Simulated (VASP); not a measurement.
Fe:

```
Fe
1.0
     2.61976    0.00000    0.00000
    -1.30988    2.26878    0.00000
     0.00000    0.00000    8.44925
Fe
4
Direct
  0.00000 0.00000 0.00000
  0.00000 0.00000 0.50000
  0.33333 0.66667 0.75000
  0.66667 0.33333 0.25000
```

This isn't the form of Fe at room conditions, which is bcc.

- Program: VASP 6.6.1
- Task: relaxation of cell and atoms
- Functional: PBE
- Potentials or basis: VASP PAW PBE potentials, release 64 (Fe)
- Cutoff: 600 eV
- k mesh: 9 × 9 × 2
- Occupations: gaussian, width 0.1 eV
- Spin: collinear spin, ferromagnetic start
- Starting moments: [2.97, 2.97, 2.95, 2.95] μB

At the start: pressure -6.2 GPa; volume 12.55 Å³/atom.

**Question.** Where does the relaxation end?

**Answer.** Over 9 steps the energy falls by 27.1 meV/atom and the volume is 12.02 Å³/atom (-4.2 %); space group P6_3/mmc (No. 194, to 0.1 Å) before and after; moment 10.28 μB per cell.

Step by step:
```
step  energy change (eV)  largest force (eV/Å)  pressure (GPa)  volume (Å³)
   1              0.0000                0.0000           -6.20        50.22
   2             -0.0666                0.0000            3.32        46.76
   3             -0.0711                0.0000            0.84        47.40
   4             -0.0871                0.0000            0.77        47.50
   5             -0.0988                0.0000            1.70        47.74
   6             -0.1057                0.0000            1.11        47.64
   7             -0.1067                0.0000            1.25        47.67
   8             -0.1064                0.0000           -1.31        48.55
   9             -0.1082                0.0000            0.08        48.09
```

Final structure:
```
CELL_PARAMETERS angstrom
2.52372 0.00000 0.00000
-1.26186 2.18560 0.00000
0.00000 0.00000 8.71930
ATOMIC_POSITIONS crystal
Fe 0.00000 0.00000 0.00000
Fe 0.00000 0.00000 0.50000
Fe 0.33333 0.66667 0.75000
Fe 0.66667 0.33333 0.25000
```

Caveat: the k points lie up to 0.36 Å⁻¹ apart in the final cell.
